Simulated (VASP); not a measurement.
# Cr (Im-3m) in VASP: further runs

Runs on Cr. Level: LDA. Tasks: single point.

All numbers are computed with VASP 6.6.1; they aren't measurements. Logs are shortened: lines on timing, memory, paths and dates and some standing lists are left out, and cuts for length are marked.

**1. The cell of the first run**

The structure is cubic, space group Im-3m (No. 229). The conventional cell has a = 2.055 Å, b = 2.055 Å, c = 2.055 Å, α = 90.00°, β = 90.00°, γ = 90.00°. Cr (site symmetry m-3m) has 14 Cr at 1.78 to 2.05 Å within 2.4 Å.

**2. Single point, LDA, collinear spin, ferromagnetic start (4.34 Å³/atom)**

INCAR reads:

```
PREC = Accurate
ENCUT = 520
EDIFF = 1E-6
ISMEAR = -1
SIGMA = 0.1
LREAL = False
LASPH = True
NELM = 150
ALGO = Normal
ISIF = 2
LWAVE = False
LCHARG = False
ISPIN = 2
MAGMOM = 2
LORBIT = 11
LMAXMIX = 4
NBANDS = 16
```

KPOINTS reads:

```
Automatic mesh
0
Gamma
  21 21 21
```

POSCAR reads:

```
Cr
1.0
   -1.0273837450      1.0273837450      1.0273837450
    1.0273837450     -1.0273837450      1.0273837450
    1.0273837450      1.0273837450     -1.0273837450
Cr
1
Direct
    0.0000000000      0.0000000000      0.0000000000
```

Potentials or basis: VASP PAW LDA potentials, release 64 (Cr_pv).

Command:

```console
cat potpaw_LDA.64/Cr_pv/POTCAR > POTCAR
mpirun -np 1 vasp_std > vasp.out
```

OUTCAR:

```text
PREC = Accurate
   ENCUT = 520
   EDIFF = 1E-6
   ISMEAR = -1
   LREAL = False
   LASPH = True
   NELM = 150
   ISIF = 2
   ISPIN = 2
   LORBIT = 11

 ion  position               nearest neighbor table
   1  0.000  0.000  0.000-

  LATTYP: Found a body centered cubic cell.
 ALAT       =     2.0547674900

  Lattice vectors:

 A1 = (  -1.0273837450,   1.0273837450,   1.0273837450)
 A2 = (   1.0273837450,  -1.0273837450,   1.0273837450)
 A3 = (   1.0273837450,   1.0273837450,  -1.0273837450)

Analysis of symmetry for initial positions (statically):
=====================================================================
 Subroutine PRICEL returns:
 Original cell was already a primitive cell.

 Routine SETGRP: Setting up the symmetry group for a
 body centered cubic supercell.

 Subroutine GETGRP returns: Found 48 space group operations
 (whereof 48 operations were pure point group operations)
 out of a pool of 48 trial point group operations.

The static configuration has the point symmetry O_h .

Analysis of symmetry for dynamics (positions and initial velocities):
=====================================================================
 Subroutine PRICEL returns:
 Original cell was already a primitive cell.

 Routine SETGRP: Setting up the symmetry group for a
 body centered cubic supercell.

 Subroutine GETGRP returns: Found 48 space group operations
 (whereof 48 operations were pure point group operations)
 out of a pool of 48 trial point group operations.

The dynamic configuration has the point symmetry O_h .

Analysis of structural, dynamic, and magnetic symmetry:
=====================================================================
 Subroutine PRICEL returns:
 Original cell was already a primitive cell.

 Routine SETGRP: Setting up the symmetry group for a
 body centered cubic supercell.

 Subroutine GETGRP returns: Found 48 space group operations
 (whereof 48 operations were pure point group operations)
 out of a pool of 48 trial point group operations.

The overall configuration has the point symmetry O_h .

 Subroutine INISYM returns: Found 48 space group operations
 (whereof 48 operations are pure point group operations),
 and found     1 'primitive' translations

----------------------------------------------------------------------------------------

                                     Primitive cell

  volume of cell :       4.3377

  direct lattice vectors                    reciprocal lattice vectors
    -1.027383745  1.027383745  1.027383745     0.000000000  0.486673069  0.486673069
     1.027383745 -1.027383745  1.027383745     0.486673069  0.000000000  0.486673069
     1.027383745  1.027383745 -1.027383745     0.486673069  0.486673069  0.000000000

  length of vectors
     1.779480845  1.779480845  1.779480845     0.688259654  0.688259654  0.688259654

  position of ions in fractional coordinates (direct lattice)
     0.000000000  0.000000000  0.000000000

  ion indices of the primitive-cell ions
   primitive index   ion index
                 1           1

----------------------------------------------------------------------------------------

 KPOINTS: Automatic mesh

Automatic generation of k-mesh.
 Grid dimensions read from file:
 generate k-points for:   21   21   21

 Generating k-lattice:

  Cartesian coordinates                     Fractional coordinates (reciprocal lattice)
     0.000000000  0.023174908  0.023174908     0.047619048  0.000000000  0.000000000
     0.023174908  0.000000000  0.023174908     0.000000000  0.047619048  0.000000000
     0.023174908  0.023174908  0.000000000     0.000000000  0.000000000  0.047619048

  Length of vectors
     0.032774269  0.032774269  0.032774269

  Shift w.r.t. Gamma in fractional coordinates (k-lattice)
     0.000000000  0.000000000  0.000000000

 Subroutine IBZKPT returns following result:
 ===========================================

 Found    286 irreducible k-points:

 Following reciprocal coordinates:
            Coordinates               Weight
  0.000000  0.000000  0.000000      1.000000
  0.047619  0.000000  0.000000     12.000000
  0.095238  0.000000  0.000000     12.000000
  0.142857  0.000000  0.000000     12.000000
  0.190476  0.000000  0.000000     12.000000
  0.238095  0.000000  0.000000     12.000000
[... 16 lines left out ...]
  0.142857  0.095238  0.000000     48.000000
  0.190476  0.095238  0.000000     48.000000
 [... further k-points ...]
   k-points           NKPTS =    286   k-points in BZ     NKDIM =    286   number of bands    NBANDS=     16
   number of dos      NEDOS =    301   number of ions     NIONS =      1
   total plane-waves  NPLWV =   2744
   dimension x,y,z NGX =    14 NGY =   14 NGZ =   14
   dimension x,y,z NGXF=    28 NGYF=   28 NGZF=   28
   ions per type =               1
   NGX,Y,Z   is equivalent  to a cutoff of  13.08, 13.08, 13.08 a.u.
   NGXF,Y,Z  is equivalent  to a cutoff of  26.16, 26.16, 26.16 a.u.
 SYSTEM =  unknown system
   PREC   = accura    normal or accurate (medium, high low for compatibility)
   ISTART =      0    job   : 0-new  1-cont  2-samecut
   ICHARG =      2    charge: 1-file 2-atom 10-const
   ISPIN  =      2    spin polarized calculation?
   LNONCOLLINEAR =      F non collinear calculations
   LSORBIT =      F    spin-orbit coupling
   LASPH  =      T    aspherical Exc in radial PAW
   ENCUT  =  520.0 eV  38.22 Ry    6.18 a.u.   3.31  3.31  3.31*2*pi/ulx,y,z
   NELM   =    150;   NELMIN=  2; NELMDL= -5     # of ELM steps
   EDIFF  = 0.1E-05   stopping-criterion for ELM
   LREAL  =      F    real-space projection
   EDIFFG = 0.1E-04   stopping-criterion for IOM
   NSW    =      0    number of steps for IOM
   IBRION =     -1    ionic relax: 0-MD 1-quasi-New 2-CG
   NFREE  =      0    steps in history (QN), initial steepest desc. (CG)
   ISIF   =      2    stress and relaxation
   ISYM   =      2    0-nonsym 1-usesym 2-fastsym
   POTIM  = 0.5000    time-step for ionic-motion
   TEBEG  =    0.0;   TEEND  =   0.0 temperature during run
   PSTRESS=    0.0 pullay stress
   NELECT =      12.0000    total number of electrons
   NUPDOWN=      -1.0000    fix difference up-down
   EMIN   =  10.00;   EMAX   =-10.00  energy-range for DOS
   EFERMI =   0.00;   METHOD = LEGACY
   ISMEAR =    -1;   SIGMA  =   0.10  broadening in eV -4-tet -1-fermi 0-gaus
   EFERMI_NEDOS =   21; number of points for ismear=-14 and -15
   IALGO  =     38    algorithm
   IMIX   =      4    mixing-type and parameters
     AMIX     =   0.40;   BMIX     =  1.00
     AMIX_MAG =   1.60;   BMIX_MAG =  1.00
  volume/ion in A,a.u.               =       4.34        29.27
  Fermi-wavevector in a.u.,A,eV,Ry     =   2.298172  4.342916 71.860466  5.281595
  Thomas-Fermi vector in A             =   3.232549
   LORBIT       =     11    0 simple, 1 ext, 2 COOP (PROOUT), +10 PAW based schemes
   GGA     = CA    functional components
   LHFCALC =     F    Hartree Fock is set to
   AEXX    =    0.0000 exact exchange contribution
   IVDW    =     0    specifies the selected vdW correction
   LEPSILON=     F    determine dielectric tensor
   LRPA    =     F    only Hartree local field effects (RPA)
 spin polarized calculation
  energy-cutoff  :      520.00
  volume of cell :        4.34
 maximum number of plane-waves:       135
 NGX is ok and might be reduce to    14
   NGX =  7   NGY =  7   NGZ =  7

 number of electron      12.0000012 magnetization      -0.2366176

 number of electron      12.0000012 magnetization       0.0007038

 Free energy of the ion-electron system (eV)
  ---------------------------------------------------
  ext. energy  EPLUGINS =         0.00000000
  ---------------------------------------------------
  free energy    TOTEN  =         6.03416981 eV

  energy without entropy =        6.05890119  energy(sigma->0) =        6.04653550

 E-fermi :  33.3595     XC(G=0): -20.6870

 val. band max:       33.3521355202   @ k =  -0.3333   0.3810   0.1429
 cond. band min:      33.3641818849   @ k =  -0.0952   0.0952   0.0476
 fundamental gap:      0.0120463647
 Fermi energy:        33.3594776476

 spin component 1

 k-point     1 :       0.0000    0.0000    0.0000
  band No.  band energies     occupation
      1      -6.7066      1.00000
      2      -6.7066      1.00000
      3      -6.7066      1.00000
      4      28.7388      1.00000
      5      28.7388      1.00000
      6      28.7388      1.00000
[... 8 lines left out ...]
     15      87.0964      0.00000
     16     110.1700      0.00000

 k-point     2 :       0.0476    0.0000    0.0000
  band No.  band energies     occupation
      1      -7.0270      1.00000
      2      -6.7997      1.00000
      3      -6.7165      1.00000
      4      28.5692      1.00000
      5      28.6604      1.00000
      6      28.9929      1.00000
[... 8 lines left out ...]
     15      87.0483      0.00000
     16     109.4677      0.00000

 k-point     3 :       0.0952    0.0000    0.0000
  band No.  band energies     occupation
      1      -7.9415      1.00000
      2      -7.0653      1.00000
      3      -6.7455      1.00000
      4      28.0932      1.00000
      5      28.2598      1.00000
      6      29.7372      1.00000
[... 8 lines left out ...]
     15      86.9545      0.00000
     16     108.0362      0.00000

 k-point     4 :       0.1429    0.0000    0.0000
  band No.  band energies     occupation
      1      -9.3282      1.00000
      2      -7.4670      1.00000
      3      -6.7915      1.00000
      4      27.3936      1.00000
      5      27.4235      1.00000
      6      30.9208      1.00000
[... 8 lines left out ...]
     15      86.9879      0.00000
     16     106.7833      0.00000
[... 324 lines left out ...]
 k-point    22 :       0.0952    0.0952    0.0000
  band No.  band energies     occupation
      1     -10.0207      1.00000
      2      -7.5359      1.00000
      3      -7.0644      1.00000
      4      27.0482      1.00000
      5      27.7061      1.00000
      6      30.0421      1.00000
[... 8 lines left out ...]
     15      88.0112      0.00000
     16     101.9105      0.00000

 k-point    23 :       0.1429    0.0952    0.0000
  band No.  band energies     occupation
      1     -11.5212      1.00000
      2      -8.0597      1.00000
      3      -7.1968      1.00000
      4      26.2042      1.00000
      5      26.9057      1.00000
      6      30.9068      1.00000
[... 8 lines left out ...]
     15      89.3457      0.00000
     16      98.1284      0.00000

 k-point    24 :       0.1905    0.0952    0.0000
  band No.  band energies     occupation
      1     -13.1584      1.00000
      2      -8.6785      1.00000
      3      -7.3023      1.00000
      4      25.1404      1.00000
      5      25.9821      1.00000
      6      32.1374      1.00000
[... 8 lines left out ...]
     15      90.9170      0.00000
     16      93.7485      0.00000

 [... further k-points ...]

 spin component 2

 k-point     1 :       0.0000    0.0000    0.0000
  band No.  band energies     occupation
      1      -6.7060      1.00000
      2      -6.7060      1.00000
      3      -6.7060      1.00000
      4      28.7394      1.00000
      5      28.7394      1.00000
      6      28.7394      1.00000
[... 8 lines left out ...]
     15      87.0969      0.00000
     16     110.1706      0.00000

 k-point     2 :       0.0476    0.0000    0.0000
  band No.  band energies     occupation
      1      -7.0263      1.00000
      2      -6.7990      1.00000
      3      -6.7159      1.00000
      4      28.5698      1.00000
      5      28.6610      1.00000
      6      28.9935      1.00000
[... 8 lines left out ...]
     15      87.0488      0.00000
     16     109.4683      0.00000

 k-point     3 :       0.0952    0.0000    0.0000
  band No.  band energies     occupation
      1      -7.9409      1.00000
      2      -7.0647      1.00000
      3      -6.7449      1.00000
      4      28.0938      1.00000
      5      28.2604      1.00000
      6      29.7379      1.00000
[... 8 lines left out ...]
     15      86.9550      0.00000
     16     108.0367      0.00000

 k-point     4 :       0.1429    0.0000    0.0000
  band No.  band energies     occupation
      1      -9.3276      1.00000
      2      -7.4663      1.00000
      3      -6.7909      1.00000
      4      27.3942      1.00000
      5      27.4241      1.00000
      6      30.9214      1.00000
[... 8 lines left out ...]
     15      86.9884      0.00000
     16     106.7838      0.00000
[... 324 lines left out ...]
 k-point    22 :       0.0952    0.0952    0.0000
  band No.  band energies     occupation
      1     -10.0201      1.00000
      2      -7.5352      1.00000
      3      -7.0637      1.00000
      4      27.0488      1.00000
      5      27.7067      1.00000
      6      30.0427      1.00000
[... 8 lines left out ...]
     15      88.0117      0.00000
     16     101.9111      0.00000

 k-point    23 :       0.1429    0.0952    0.0000
  band No.  band energies     occupation
      1     -11.5205      1.00000
      2      -8.0590      1.00000
      3      -7.1961      1.00000
      4      26.2048      1.00000
      5      26.9063      1.00000
      6      30.9074      1.00000
[... 8 lines left out ...]
     15      89.3462      0.00000
     16      98.1290      0.00000

 k-point    24 :       0.1905    0.0952    0.0000
  band No.  band energies     occupation
      1     -13.1578      1.00000
      2      -8.6779      1.00000
      3      -7.3016      1.00000
      4      25.1410      1.00000
      5      25.9827      1.00000
      6      32.1380      1.00000
[... 8 lines left out ...]
     15      90.9175      0.00000
     16      93.7491      0.00000

 [... further k-points ...]

------------------------ aborting loop because EDIFF is reached ----------------------------------------

  FORCE on cell =-STRESS in cart. coord.  units (eV):
  Direction    XX          YY          ZZ          XY          YZ          ZX
  --------------------------------------------------------------------------------------
  -------------------------------------------------------------------------------------
  Total       47.5828740     47.5828740     47.5828740     -0.0000000      0.0000000     -0.0000000
  in kB    17575.3179435  17575.3179435  17575.3179435     -0.0000000      0.0000000     -0.0000000
  external PRESSURE =   17575.3179435 kB  Pullay stress =       0.0000000 kB

 VOLUME and BASIS-vectors are now :
 -----------------------------------------------------------------------------
  energy-cutoff  :      520.00
  volume of cell :        4.34
      direct lattice vectors                 reciprocal lattice vectors
    -1.027383745  1.027383745  1.027383745     0.000000000  0.486673069  0.486673069
     1.027383745 -1.027383745  1.027383745     0.486673069  0.000000000  0.486673069
     1.027383745  1.027383745 -1.027383745     0.486673069  0.486673069  0.000000000

 POSITION                                       TOTAL-FORCE (eV/Angst)
 -----------------------------------------------------------------------------------
      0.00000      0.00000      0.00000         0.000000      0.000000      0.000000
 -----------------------------------------------------------------------------------
    total drift:                               -0.000000     -0.000000      0.000000

  FREE ENERGIE OF THE ION-ELECTRON SYSTEM (eV)
  ---------------------------------------------------
  free  energy   TOTEN  =         6.0341698122 eV

  energy  without entropy=        6.0589011945  energy(sigma->0) =        6.04653550

 total charge

# of ion       s       p       d       tot
------------------------------------------
    1        0.677   7.291   7.350  15.318

 magnetization (x)

# of ion       s       p       d       tot
------------------------------------------
    1        0.000   0.000   0.000   0.000
```

Run time: 37 s. Hardware: 1 thread of Intel Xeon 8259CL, shared host; peak memory 0.14 GiB.

The run converged, but its numbers aren't listed here, since they failed a check.

Caveat: atoms lie so close that the PAW spheres overlap strongly, which falsifies energies and pressures; the cell stands under pressure.

(Part 1 of 2 ends here.)
